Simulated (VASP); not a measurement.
# SiO2 (P6_422) in VASP: notebook

SiO2 is run at these levels: PBE; tasks: single point.

Program: VASP 6.6.1. These are calculated values, not measurements. Logs are shortened: lines on timing, memory, paths and dates and some standing lists are left out, and cuts for length are marked.

### Step 1. The cell of the first run

Symmetry: P6_422, No. 181, hexagonal system. The conventional cell has a = 4.952 Å, b = 4.952 Å, c = 5.669 Å, α = 90.00°, β = 90.00°, γ = 120.00°. Si (site symmetry 222) has 4 O at 1.60 Å within 2.1 Å. O (site symmetry 2) has 2 Si at 1.60 Å within 2.1 Å.

### Step 2. Single point, PBE (strain -0.030 along x and y, +0.015 along z)

File INCAR:

```
ALGO = Normal ; EDIFF = 1E-7
ENCUT = 520 ; GGA = PE
ISIF = 2 ; ISMEAR = 0
LASPH = True ; LCHARG = False
LREAL = False ; LWAVE = False
NBANDS = 34 ; NELM = 100
PREC = Accurate ; SIGMA = 0.05
```

File KPOINTS:

```
k-points
0
Gamma
  6 6 4
```

File POSCAR:

```
SiO2
1.0
    4.9522165930      0.0000000000      0.0000000000
   -2.4761082965      4.2887453746      0.0000000000
    0.0000000000      0.0000000000      5.6688224979
Si O
3 6
Direct
    0.0000000000      0.5000000000      0.3333333333
    0.5000000000      0.5000000000      0.6666666667
    0.5000000000      0.0000000000      0.0000000000
    0.5839605948      0.7919802974      0.8333333333
    0.7919802974      0.5839605948      0.5000000000
    0.7919802974      0.2080197026      0.1666666667
    0.4160394052      0.2080197026      0.8333333333
    0.2080197026      0.4160394052      0.5000000000
    0.2080197026      0.7919802974      0.1666666667
```

Potentials or basis: VASP PAW PBE potentials, release 64 (Si, O).

Launch:

```sh
cat potpaw_PBE.64/Si/POTCAR potpaw_PBE.64/O/POTCAR > POTCAR
mpirun -np 1 vasp_std > vasp.out
```

OUTCAR:

```text
EDIFF = 1E-7
   ENCUT = 520
   GGA = PE
   ISIF = 2
   ISMEAR = 0
   LASPH = True
   LREAL = False
   NELM = 100
   PREC = Accurate

 ion  position               nearest neighbor table
   1  0.000  0.500  0.333-   6 1.60   9 1.60   8 1.60   5 1.60   3 3.11   3 3.11   2 3.11   2 3.11

   2  0.500  0.500  0.667-   4 1.60   7 1.60   5 1.60   8 1.60   3 3.11   3 3.11   1 3.11   1 3.11

   3  0.500  0.000  0.000-   4 1.60   7 1.60   6 1.60   9 1.60   1 3.11   2 3.11   2 3.11   1 3.11

   4  0.584  0.792  0.833-   2 1.60   3 1.60
   5  0.792  0.584  0.500-   1 1.60   2 1.60
   6  0.792  0.208  0.167-   1 1.60   3 1.60
   7  0.416  0.208  0.833-   2 1.60   3 1.60
   8  0.208  0.416  0.500-   1 1.60   2 1.60
   9  0.208  0.792  0.167-   1 1.60   3 1.60

  LATTYP: Found a hexagonal cell.
 ALAT       =     4.9522165930
 C/A-ratio  =     1.1447040717

  Lattice vectors:

 A1 = (   4.9522165930,   0.0000000000,   0.0000000000)
 A2 = (  -2.4761082965,   4.2887453746,   0.0000000000)
 A3 = (   0.0000000000,   0.0000000000,   5.6688224979)

Analysis of symmetry for initial positions (statically):
=====================================================================
 Subroutine PRICEL returns:
 Original cell was already a primitive cell.

 Routine SETGRP: Setting up the symmetry group for a
 hexagonal supercell.

 Subroutine GETGRP returns: Found 12 space group operations
 (whereof  4 operations were pure point group operations)
 out of a pool of 24 trial point group operations.

The static configuration has the point symmetry D_2 .
 The point group associated with its full space group is D_6 .

Analysis of symmetry for dynamics (positions and initial velocities):
=====================================================================
 Subroutine PRICEL returns:
 Original cell was already a primitive cell.

 Routine SETGRP: Setting up the symmetry group for a
 hexagonal supercell.

 Subroutine GETGRP returns: Found 12 space group operations
 (whereof  4 operations were pure point group operations)
 out of a pool of 24 trial point group operations.

The dynamic configuration has the point symmetry D_2 .
 The point group associated with its full space group is D_6 .

 Subroutine INISYM returns: Found 12 space group operations
 (whereof  4 operations are pure point group operations),
 and found     1 'primitive' translations
[... 109 lines left out ...]
   IBRION =     -1    ionic relax: 0-MD 1-quasi-New 2-CG
   NFREE  =      0    steps in history (QN), initial steepest desc. (CG)
   ISIF   =      2    stress and relaxation
   ISYM   =      2    0-nonsym 1-usesym 2-fastsym
   POTIM  = 0.5000    time-step for ionic-motion
   TEBEG  =    0.0;   TEEND  =   0.0 temperature during run
   PSTRESS=    0.0 pullay stress
   NELECT =      48.0000    total number of electrons
   NUPDOWN=      -1.0000    fix difference up-down
   EMIN   =  10.00;   EMAX   =-10.00  energy-range for DOS
   EFERMI =   0.00;   METHOD = LEGACY
   ISMEAR =     0;   SIGMA  =   0.05  broadening in eV -4-tet -1-fermi 0-gaus
   EFERMI_NEDOS =   21; number of points for ismear=-14 and -15
   IALGO  =     38    algorithm
   IMIX   =      4    mixing-type and parameters
     AMIX     =   0.40;   BMIX     =  1.00
     AMIX_MAG =   1.60;   BMIX_MAG =  1.00
  volume/ion in A,a.u.               =      13.38        90.28
  Fermi-wavevector in a.u.,A,eV,Ry     =   1.204891  2.276913 19.752416  1.451762
  Thomas-Fermi vector in A             =   2.340603
   LORBIT       =      0    0 simple, 1 ext, 2 COOP (PROOUT), +10 PAW based schemes
   GGA     = PE    functional components
   LHFCALC =     F    Hartree Fock is set to
   AEXX    =    0.0000 exact exchange contribution
   IVDW    =     0    specifies the selected vdW correction
   LEPSILON=     F    determine dielectric tensor
   LRPA    =     F    only Hartree local field effects (RPA)
 non-spin polarized calculation
 Gauss-broadening in eV      SIGMA  =   0.05
  energy-cutoff  :      520.00
  volume of cell :      120.40
 maximum number of plane-waves:      3261
 NGX is ok and might be reduce to    40
   NGX = 19   NGY = 19   NGZ = 21

 number of electron      47.9999969 magnetization

 Free energy of the ion-electron system (eV)
  ---------------------------------------------------
  ext. energy  EPLUGINS =         0.00000000
  ---------------------------------------------------
  free energy    TOTEN  =       -70.93450540 eV

  energy without entropy =      -70.93450540  energy(sigma->0) =      -70.93450540

 E-fermi :   1.0321     XC(G=0):  -8.8003

 val. band max:        0.7435666742   @ k =   0.0000   0.0000   0.5000
 cond. band min:       6.4949828831   @ k =   0.0000   0.0000   0.0000
 fundamental gap:      5.7514162089
 Fermi energy:         1.0321186570

 k-point     1 :       0.0000    0.0000    0.0000
  band No.  band energies     occupation
      1     -18.8435      2.00000
      2     -17.4059      2.00000
      3     -17.4059      2.00000
      4     -16.6781      2.00000
      5     -16.6424      2.00000
      6     -16.6424      2.00000
[... 766 lines left out ...]
     33      12.3657      0.00000
     34      12.3673      0.00000

------------------------ aborting loop because EDIFF is reached ----------------------------------------

  FORCE on cell =-STRESS in cart. coord.  units (eV):
  Direction    XX          YY          ZZ          XY          YZ          ZX
  --------------------------------------------------------------------------------------
  -------------------------------------------------------------------------------------
  Total        7.2442400      7.2442400      5.0687875      0.0000000     -0.0000000      0.0000000
  in kB       96.4008045     96.4008045     67.4515476      0.0000000     -0.0000000      0.0000000
  external PRESSURE =      86.7510522 kB  Pullay stress =       0.0000000 kB

 VOLUME and BASIS-vectors are now :
 -----------------------------------------------------------------------------
  energy-cutoff  :      520.00
  volume of cell :      120.40
      direct lattice vectors                 reciprocal lattice vectors
     4.952216593  0.000000000  0.000000000     0.201929779  0.116584212  0.000000000
    -2.476108297  4.288745375  0.000000000     0.000000000  0.233168424  0.000000000
     0.000000000  0.000000000  5.668822498     0.000000000  0.000000000  0.176403477

 POSITION                                       TOTAL-FORCE (eV/Angst)
 -----------------------------------------------------------------------------------
     -1.23805      2.14437      1.88961        -0.000000      0.000000     -0.000000
      1.23805      2.14437      3.77921        -0.000000     -0.000000     -0.000000
      2.47611      0.00000      0.00000        -0.000000     -0.000000     -0.000000
      0.93087      3.39660      4.72402         0.340886      0.196811     -0.000000
      2.47611      2.50446      2.83441         0.000000      0.393621     -0.000000
      3.40698      0.89214      0.94480         0.340886     -0.196811      0.000000
      1.54524      0.89214      4.72402        -0.340886     -0.196811      0.000000
     -0.00000      1.78429      2.83441        -0.000000     -0.393621     -0.000000
     -0.93087      3.39660      0.94480        -0.340886      0.196811      0.000000
 -----------------------------------------------------------------------------------
    total drift:                                0.000000     -0.000000     -0.000001

  FREE ENERGIE OF THE ION-ELECTRON SYSTEM (eV)
  ---------------------------------------------------
  free  energy   TOTEN  =       -70.9345053973 eV

  energy  without entropy=      -70.9345053973  energy(sigma->0) =      -70.93450540
```

OSZICAR:

```text
N       E                     dE             d eps       ncg     rms          rms(c)
DAV:   1     0.286523193282E+03    0.28652E+03   -0.25106E+04  1428   0.130E+03
DAV:   2    -0.611917894400E+02   -0.34771E+03   -0.33356E+03  1848   0.302E+02
DAV:   3    -0.808248411914E+02   -0.19633E+02   -0.19550E+02  1832   0.763E+01
DAV:   4    -0.810386919945E+02   -0.21385E+00   -0.21366E+00  1776   0.894E+00
DAV:   5    -0.810417086419E+02   -0.30166E-02   -0.30153E-02  1806   0.105E+00    0.265E+01
DAV:   6    -0.709546850238E+02    0.10087E+02   -0.35706E+01  1606   0.320E+01    0.127E+01
DAV:   7    -0.709334040981E+02    0.21281E-01   -0.10455E+00  1728   0.494E+00    0.450E+00
DAV:   8    -0.709224665731E+02    0.10938E-01   -0.54420E-02  1802   0.165E+00    0.175E+00
DAV:   9    -0.709323649427E+02   -0.98984E-02   -0.30706E-02  1640   0.116E+00    0.333E-01
DAV:  10    -0.709344801959E+02   -0.21153E-02   -0.32649E-03  1568   0.301E-01    0.933E-02
DAV:  11    -0.709344885074E+02   -0.83116E-05   -0.68269E-04  1784   0.158E-01    0.153E-02
DAV:  12    -0.709345019299E+02   -0.13422E-04   -0.21468E-05  1680   0.267E-02    0.155E-02
DAV:  13    -0.709345049300E+02   -0.30001E-05   -0.76123E-06  1680   0.156E-02    0.522E-03
DAV:  14    -0.709345053721E+02   -0.44212E-06   -0.61815E-07  1672   0.432E-03    0.100E-03
DAV:  15    -0.709345053973E+02   -0.25178E-07   -0.24580E-08  1288   0.977E-04
   1 F= -.70934505E+02 E0= -.70934505E+02  d E =-.134566E-17
```

stdout:

```text
POSCAR found type information on POSCAR SiO
 POSCAR found :  2 types and       9 ions
 scaLAPACK will be used
 LDA part: xc-table for (Slater+PW92), standard interpolation
 POSCAR, INCAR and KPOINTS ok, starting setup
 FFT: planning ... GRIDC
 FFT: planning ... GRID_SOFT
 FFT: planning ... GRID
 WAVECAR not read
 entering main loop
```

Run time: 2.8 min. Hardware: 1 thread of AMD EPYC 7R13, shared host; peak memory 0.23 GiB.

What came out:

* Free energy: -70.9345 eV
* Pressure: 8.7 GPa
* Largest force: 0.394 eV/Å
* Band gap on the k mesh: 5.75 eV, indirect (least direct gap 5.87 eV)

Forces on the atoms (eV/Å):
```
Si   0.000  0.000  0.000
Si   0.000  0.000  0.000
Si   0.000  0.000  0.000
O    0.341  0.197  0.000
O    0.000  0.394  0.000
O    0.341 -0.197  0.000
O   -0.341 -0.197  0.000
O    0.000 -0.394  0.000
O   -0.341  0.197  0.000
```

Caveat: the cell differs from its parent crystal (strain -0.030 along x and y, +0.015 along z).

(Continued in part 2 of 2.)
